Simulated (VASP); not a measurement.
A run of VASP 6.6.1 is set up as follows.

File INCAR:

```
SYSTEM = CdTe
PREC = Accurate ; ENCUT = 500
EDIFF = 1E-7 ; ISMEAR = 0
SIGMA = 0.02 ; LREAL = .FALSE.
LASPH = .TRUE. ; NELM = 120
ALGO = Normal ; ISIF = 3
LWAVE = .FALSE. ; LCHARG = .FALSE.
IBRION = 2 ; NSW = 70
EDIFFG = -0.004 ; PSTRESS = 40.0
GGA_COMPAT = .FALSE. ; NELMIN = 4
```

File KPOINTS:

```
regular mesh
0
G
  10 10 10
  0 0 0
```

Contents of POSCAR:

```
CdTe
1.0
    0.0000000000      3.1448814600      3.1448814600
    3.1448814600      0.0000000000      3.1448814600
    3.1448814600      3.1448814600      0.0000000000
Cd Te
1 1
Direct
    0.0000000000      0.0000000000      0.0000000000
    0.2500000000      0.2500000000      0.2500000000
```

Potentials or basis: VASP PAW LDA potentials, release 64 (Cd, Te).

Launch:

```console
$ cat potpaw_LDA.64/Cd/POTCAR potpaw_LDA.64/Te/POTCAR > POTCAR
$ mpirun -np 1 vasp_std > vasp.out
```

**Question.** Predict the relaxed cell.

**Answer.** a = 4.431 Å, b = 4.431 Å, c = 4.431 Å, α = 60.00°, β = 60.00°, γ = 60.00°.

**Question.** Predict the band gap on the k mesh.

**Answer.** 0.87 eV.

Step by step:
| step | energy change (eV) | largest force (eV/Å) | pressure (GPa) | volume (Å³) |
| --- | --- | --- | --- | --- |
| 1 | 0.0000 | 0.0000 | 3.31 | 62.21 |
| 2 | 0.0295 | 0.0000 | 4.56 | 61.00 |
| 3 | 0.0153 | 0.0000 | 4.00 | 61.53 |

Caveat: the cell is relaxed towards a set pressure, so the run minimises the enthalpy, not the energy; spin-orbit coupling is left out, which moves the levels of the heavy elements. LDA usually gives volumes a few per cent too small.
